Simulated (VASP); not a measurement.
# Mo2H3 in VASP: relaxation of cell and atoms with PBE

Aim: the relaxation of cell and atoms of Mo2H3 with PBE.

Everything below comes from runs of VASP 6.6.1. Logs are shortened: lines on timing, memory, paths and dates and some standing lists are left out, and cuts for length are marked.

### Step 1. The cell of the first run

The typed cell holds 5 atoms: a = 3.311 Å, b = 4.879 Å, c = 3.311 Å, α = 90.00°, β = 90.00°, γ = 90.00°.

The cell was generated, and may not be a known phase.

### Step 2. Relaxation of cell and atoms, PBE

INCAR reads:

```
  PREC = Accurate
  ENCUT = 600
  EDIFF = 1E-7
  ISMEAR = 0
  SIGMA = 0.1
  LREAL = F
  LASPH = T
  NELM = 100
  ALGO = Normal
  ISIF = 3
  LWAVE = F
  LCHARG = F
  GGA = PE
  IBRION = 2
  NSW = 100
  EDIFFG = -0.01
```

KPOINTS reads:

```
regular mesh
0
Gamma
  12 8 12
```

POSCAR reads:

```
Mo2H3
1.0
    3.3106932991      0.0000000000      0.0000000000
    0.0000000000      4.8793609441      0.0000000000
    0.0000000000      0.0000000000      3.3110194146
H Mo
3 2
Direct
    0.0000000000      0.0000000000      0.5000000000
    0.5000000000      0.0000000000      0.0000000000
    0.0000000000      0.0000000000      0.0000000000
    0.5000000000      0.5000000000      0.5000000000
    0.5000000000      0.0000000000      0.5000000000
```

Potentials or basis: VASP PAW PBE potentials, release 64 (H, Mo_sv).

Command:

```bash
> cat potpaw_PBE.64/H/POTCAR potpaw_PBE.64/Mo_sv/POTCAR > POTCAR
> mpirun -np 1 vasp_std > vasp.out
```

OUTCAR:

```text
PREC = Accurate
   ENCUT = 600
   EDIFF = 1E-7
   ISMEAR = 0
   LREAL = F
   LASPH = T
   NELM = 100
   ISIF = 3
   GGA = PE
   IBRION = 2
   NSW = 100
   EDIFFG = -0.01

 ion  position               nearest neighbor table
   1  0.000  0.000  0.500-   5 1.66   5 1.66
   2  0.500  0.000  0.000-   5 1.66   5 1.66
   3  0.000  0.000  0.000-
   4  0.500  0.500  0.500-   5 2.44   5 2.44
   5  0.500  0.000  0.500-   1 1.66   1 1.66   2 1.66   2 1.66   4 2.44   4 2.44

  LATTYP: Found a simple orthorhombic cell.
 ALAT       =     3.3106932991
 B/A-ratio  =     1.0000985037
 C/A-ratio  =     1.4738184734

  Lattice vectors:

 A1 = (  -3.3106932991,   0.0000000000,   0.0000000000)
 A2 = (   0.0000000000,   0.0000000000,   3.3110194146)
 A3 = (   0.0000000000,   4.8793609441,   0.0000000000)

Analysis of symmetry for initial positions (statically):
=====================================================================
 Subroutine PRICEL returns:
 Original cell was already a primitive cell.

 Routine SETGRP: Setting up the symmetry group for a
 simple orthorhombic supercell.

 Subroutine GETGRP returns: Found  8 space group operations
 (whereof  8 operations were pure point group operations)
 out of a pool of  8 trial point group operations.

The static configuration has the point symmetry D_2h.

Analysis of symmetry for dynamics (positions and initial velocities):
=====================================================================
 Subroutine PRICEL returns:
 Original cell was already a primitive cell.

 Routine SETGRP: Setting up the symmetry group for a
 simple orthorhombic supercell.

 Subroutine GETGRP returns: Found  8 space group operations
 (whereof  8 operations were pure point group operations)
 out of a pool of  8 trial point group operations.

The dynamic configuration has the point symmetry D_2h.

 Subroutine INISYM returns: Found  8 space group operations
 (whereof  8 operations are pure point group operations),
 and found     1 'primitive' translations

----------------------------------------------------------------------------------------

                                     Primitive cell

  volume of cell :      53.4864

  direct lattice vectors                    reciprocal lattice vectors
     3.310693299  0.000000000  0.000000000     0.302051537  0.000000000  0.000000000
     0.000000000  4.879360944  0.000000000     0.000000000  0.204944871  0.000000000
     0.000000000  0.000000000  3.311019415     0.000000000  0.000000000  0.302021787

  length of vectors
     3.310693299  4.879360944  3.311019415     0.302051537  0.204944871  0.302021787

  position of ions in fractional coordinates (direct lattice)
     0.000000000  0.000000000  0.500000000
     0.500000000  0.000000000  0.000000000
     0.000000000  0.000000000  0.000000000
     0.500000000  0.500000000  0.500000000
     0.500000000  0.000000000  0.500000000

  ion indices of the primitive-cell ions
   primitive index   ion index
                 1           1
                 2           2
                 3           3
                 4           4
                 5           5

----------------------------------------------------------------------------------------

 KPOINTS: regular mesh

Automatic generation of k-mesh.
 Grid dimensions read from file:
 generate k-points for:   12    8   12

 Generating k-lattice:

  Cartesian coordinates                     Fractional coordinates (reciprocal lattice)
     0.025170961  0.000000000  0.000000000     0.083333333  0.000000000  0.000000000
     0.000000000  0.025618109  0.000000000     0.000000000  0.125000000  0.000000000
     0.000000000  0.000000000  0.025168482     0.000000000  0.000000000  0.083333333

  Length of vectors
     0.025170961  0.025618109  0.025168482

  Shift w.r.t. Gamma in fractional coordinates (k-lattice)
     0.000000000  0.000000000  0.000000000

 Subroutine IBZKPT returns following result:
 ===========================================

 Found    245 irreducible k-points:

 Following reciprocal coordinates:
            Coordinates               Weight
  0.000000  0.000000  0.000000      1.000000
  0.083333  0.000000  0.000000      2.000000
  0.166667  0.000000  0.000000      2.000000
  0.250000  0.000000  0.000000      2.000000
  0.333333  0.000000  0.000000      2.000000
  0.416667  0.000000  0.000000      2.000000
[... 16 lines left out ...]
  0.083333  0.375000  0.000000      4.000000
  0.166667  0.375000  0.000000      4.000000
 [... further k-points ...]
   k-points           NKPTS =    245   k-points in BZ     NKDIM =    245   number of bands    NBANDS=     19
   number of dos      NEDOS =    301   number of ions     NIONS =      5
   total plane-waves  NPLWV =  31360
   dimension x,y,z NGX =    28 NGY =   40 NGZ =   28
   dimension x,y,z NGXF=    56 NGYF=   80 NGZF=   56
   ions per type =               3   2
   NGX,Y,Z   is equivalent  to a cutoff of  14.06, 13.63, 14.06 a.u.
   NGXF,Y,Z  is equivalent  to a cutoff of  28.12, 27.26, 28.12 a.u.
 SYSTEM =  unknown system
   PREC   = accura    normal or accurate (medium, high low for compatibility)
   ISTART =      0    job   : 0-new  1-cont  2-samecut
   ICHARG =      2    charge: 1-file 2-atom 10-const
   ISPIN  =      1    spin polarized calculation?
   LNONCOLLINEAR =      F non collinear calculations
   LSORBIT =      F    spin-orbit coupling
   LASPH  =      T    aspherical Exc in radial PAW
   ENCUT  =  600.0 eV  44.10 Ry    6.64 a.u.   6.61  9.75  6.61*2*pi/ulx,y,z
   NELM   =    100;   NELMIN=  2; NELMDL= -5     # of ELM steps
   EDIFF  = 0.1E-06   stopping-criterion for ELM
   LREAL  =      F    real-space projection
   EDIFFG = -.1E-01   stopping-criterion for IOM
   NSW    =    100    number of steps for IOM
   IBRION =      2    ionic relax: 0-MD 1-quasi-New 2-CG
   NFREE  =      1    steps in history (QN), initial steepest desc. (CG)
   ISIF   =      3    stress and relaxation
   ISYM   =      2    0-nonsym 1-usesym 2-fastsym
   POTIM  = 0.5000    time-step for ionic-motion
   TEBEG  =    0.0;   TEEND  =   0.0 temperature during run
   PSTRESS=    0.0 pullay stress
   NELECT =      31.0000    total number of electrons
   NUPDOWN=      -1.0000    fix difference up-down
   EMIN   =  10.00;   EMAX   =-10.00  energy-range for DOS
   EFERMI =   0.00;   METHOD = LEGACY
   ISMEAR =     0;   SIGMA  =   0.10  broadening in eV -4-tet -1-fermi 0-gaus
   EFERMI_NEDOS =   21; number of points for ismear=-14 and -15
   IALGO  =     38    algorithm
   IMIX   =      4    mixing-type and parameters
     AMIX     =   0.40;   BMIX     =  1.00
     AMIX_MAG =   1.60;   BMIX_MAG =  1.00
  volume/ion in A,a.u.               =      10.70        72.19
  Fermi-wavevector in a.u.,A,eV,Ry     =   1.364942  2.579366 25.348560  1.863067
  Thomas-Fermi vector in A             =   2.491214
   LORBIT       =      0    0 simple, 1 ext, 2 COOP (PROOUT), +10 PAW based schemes
   GGA     = PE    functional components
   LHFCALC =     F    Hartree Fock is set to
   AEXX    =    0.0000 exact exchange contribution
   IVDW    =     0    specifies the selected vdW correction
   LEPSILON=     F    determine dielectric tensor
   LRPA    =     F    only Hartree local field effects (RPA)
 conjugate gradient relaxation of ions
 non-spin polarized calculation
 Gauss-broadening in eV      SIGMA  =   0.10
  energy-cutoff  :      600.00
  volume of cell :       53.49
 maximum number of plane-waves:      1815
 NGX is ok and might be reduce to    28
   NGX = 13   NGY = 19   NGZ = 13

--------------------------------------- Ionic step        1  -------------------------------------------

 number of electron      31.0000000 magnetization

 Free energy of the ion-electron system (eV)
  ---------------------------------------------------
  ext. energy  EPLUGINS =         0.00000000
  ---------------------------------------------------
  free energy    TOTEN  =       -25.91330046 eV

  energy without entropy =      -25.89943246  energy(sigma->0) =      -25.90636646

------------------------ aborting loop because EDIFF is reached ----------------------------------------

  FORCE on cell =-STRESS in cart. coord.  units (eV):
  Direction    XX          YY          ZZ          XY          YZ          ZX
  --------------------------------------------------------------------------------------
  -------------------------------------------------------------------------------------
  Total       -0.0425087      0.3229458     -0.0510901      0.0000000      0.0000000      0.0000000
  in kB       -1.2733415      9.6737893     -1.5303955      0.0000000      0.0000000      0.0000000
  external PRESSURE =       2.2900174 kB  Pullay stress =       0.0000000 kB

 VOLUME and BASIS-vectors are now :
 -----------------------------------------------------------------------------
  energy-cutoff  :      600.00
  volume of cell :       53.49
      direct lattice vectors                 reciprocal lattice vectors
     3.310693299  0.000000000  0.000000000     0.302051537  0.000000000  0.000000000
     0.000000000  4.879360944  0.000000000     0.000000000  0.204944871  0.000000000
     0.000000000  0.000000000  3.311019415     0.000000000  0.000000000  0.302021787

 POSITION                                       TOTAL-FORCE (eV/Angst)
 -----------------------------------------------------------------------------------
      0.00000      0.00000      1.65551         0.000000      0.000000      0.000000
      1.65535      0.00000      0.00000         0.000000      0.000000      0.000000
      0.00000      0.00000      0.00000         0.000000      0.000000      0.000000
      1.65535      2.43968      1.65551         0.000000      0.000000      0.000000
      1.65535      0.00000      1.65551         0.000000      0.000000      0.000000
 -----------------------------------------------------------------------------------
    total drift:                                0.000000     -0.000000      0.000000

  FREE ENERGIE OF THE ION-ELECTRON SYSTEM (eV)
  ---------------------------------------------------
  free  energy   TOTEN  =       -25.9133004634 eV

  energy  without entropy=      -25.8994324619  energy(sigma->0) =      -25.90636646

--------------------------------------- Ionic step        2  -------------------------------------------

 number of electron      31.0000001 magnetization

 Free energy of the ion-electron system (eV)
  ---------------------------------------------------
  ext. energy  EPLUGINS =         0.00000000
  ---------------------------------------------------
  free energy    TOTEN  =       -25.91377795 eV

  energy without entropy =      -25.89996585  energy(sigma->0) =      -25.90687190

 E-fermi :   6.6487     XC(G=0): -11.0232

 val. band max:        6.6464657268   @ k =   0.0833   0.5000   0.1667
 cond. band min:       6.6595274932   @ k =   0.0000   0.5000   0.3333
 fundamental gap:      0.0130617664
 Fermi energy:         6.6487289597

 k-point     1 :       0.0000    0.0000    0.0000
  band No.  band energies     occupation
      1     -54.3752      2.00000
      2     -54.0133      2.00000
      3     -29.4568      2.00000
      4     -28.4286      2.00000
      5     -28.4286      2.00000
      6     -28.1142      2.00000
[... 11 lines left out ...]
     18       8.3376      0.00000
     19      10.1053      0.00000

 k-point     2 :       0.0833    0.0000    0.0000
  band No.  band energies     occupation
      1     -54.3743      2.00000
      2     -54.0125      2.00000
      3     -29.4554      2.00000
      4     -28.4463      2.00000
      5     -28.4276      2.00000
      6     -28.1253      2.00000
[... 476 lines left out ...]
 k-point    24 :       0.1667    0.3750    0.0000
  band No.  band energies     occupation
      1     -54.2666      2.00000
      2     -54.1214      2.00000
      3     -28.7959      2.00000
      4     -28.4338      2.00000
      5     -28.3603      2.00000
      6     -28.2190      2.00000
[... 11 lines left out ...]
     18       7.6821      0.00000
     19       7.8010      0.00000

 [... further k-points ...]
[... 5 lines left out ...]
  --------------------------------------------------------------------------------------
  -------------------------------------------------------------------------------------
  Total       -0.0300423     -0.0377374     -0.0314070      0.0000000      0.0000000      0.0000000
  in kB       -0.8979268     -1.1279249     -0.9387175      0.0000000      0.0000000      0.0000000
  external PRESSURE =      -0.9881897 kB  Pullay stress =       0.0000000 kB

 VOLUME and BASIS-vectors are now :
 -----------------------------------------------------------------------------
  energy-cutoff  :      600.00
  volume of cell :       53.60
      direct lattice vectors                 reciprocal lattice vectors
     3.309335429  0.000000000  0.000000000     0.302175473  0.000000000  0.000000000
     0.000000000  4.894564802  0.000000000     0.000000000  0.204308256  0.000000000
     0.000000000  0.000000000  3.309387266    -0.000000000  0.000000000  0.302170740

 POSITION                                       TOTAL-FORCE (eV/Angst)
 -----------------------------------------------------------------------------------
      0.00000      0.00000      1.65469         0.000000      0.000000      0.000000
      1.65467      0.00000      0.00000         0.000000      0.000000      0.000000
      0.00000      0.00000      0.00000         0.000000      0.000000      0.000000
      1.65467      2.44728      1.65469         0.000000      0.000000      0.000000
      1.65467      0.00000      1.65469         0.000000      0.000000      0.000000
 -----------------------------------------------------------------------------------
    total drift:                                0.000000     -0.000000      0.000000

  FREE ENERGIE OF THE ION-ELECTRON SYSTEM (eV)
  ---------------------------------------------------
  free  energy   TOTEN  =       -25.9137779468 eV

  energy  without entropy=      -25.8999658468  energy(sigma->0) =      -25.90687190

 reached required accuracy - stopping structural energy minimisation
```

Run time: 3.9 min. Hardware: 1 thread of Intel Xeon Platinum 8559C (Emerald Rapids), shared host; peak memory 0.39 GiB.

What came out:

- Free energy: -25.9138 eV
- Relaxed volume: 10.72 Å³/atom
- Relaxed cell: a = 3.309 Å, b = 4.895 Å, c = 3.309 Å, α = 90.00°, β = 90.00°, γ = 90.00°
- Space group after relaxing (to 0.1 Å): P4/mmm (No. 123)
- Energy gained by relaxing: 0.1 meV/atom
- Ionic steps: 2
- Pressure after relaxing: -0.1 GPa
- Band gap on the k mesh: zero (an odd number of electrons rules out a gap without spin polarisation)

The path:
```csv
step,energy change (eV),largest force (eV/Å),pressure (GPa),volume (Å³)
1,0.0000,0.0000,0.23,53.49
2,-0.0005,0.0000,-0.10,53.60
```

Final structure:
```
H Mo
1.0
     3.30934    0.00000    0.00000
     0.00000    4.89456    0.00000
     0.00000    0.00000    3.30939
H Mo
3 2
Direct
  0.00000 0.00000 0.50000
  0.50000 0.00000 0.00000
  0.00000 0.00000 0.00000
  0.50000 0.50000 0.50000
  0.50000 0.00000 0.50000
```

Levels at points of the mesh, in eV from the Fermi level:
```
           k point  band 11  band 12  band 13  band 14  band 15  band 16  band 17  band 18  band 19
(0.00, 0.00, 0.00)    -4.19    -2.26    -1.84    -1.84    -1.31     0.61     1.17     1.69     3.46
(0.50, 0.00, 0.00)    -3.97    -3.85    -1.64    -1.23    -0.97     0.77     1.90     2.06     2.38
(0.00, 0.50, 0.00)    -3.47    -1.54    -0.69    -0.46     0.07     0.07     0.25     0.25     0.83
(0.50, 0.50, 0.00)    -2.62    -1.65    -0.71    -0.58    -0.13    -0.03     0.28     0.40     0.46
(0.00, 0.00, 0.50)    -3.97    -3.85    -1.64    -1.23    -0.97     0.77     1.90     2.06     2.38
(0.50, 0.00, 0.50)    -3.48    -3.48    -3.46    -3.46    -1.18     0.80     2.29     2.92     2.92
(0.00, 0.50, 0.50)    -2.62    -1.65    -0.71    -0.58    -0.13    -0.03     0.28     0.40     0.46
(0.50, 0.50, 0.50)    -3.82    -1.78    -1.78    -1.71     0.08     0.08     0.09     0.28     0.89
```

Caveat: an odd number of electrons without spin polarisation forces a metal; a magnetic or distorted state may lie lower.
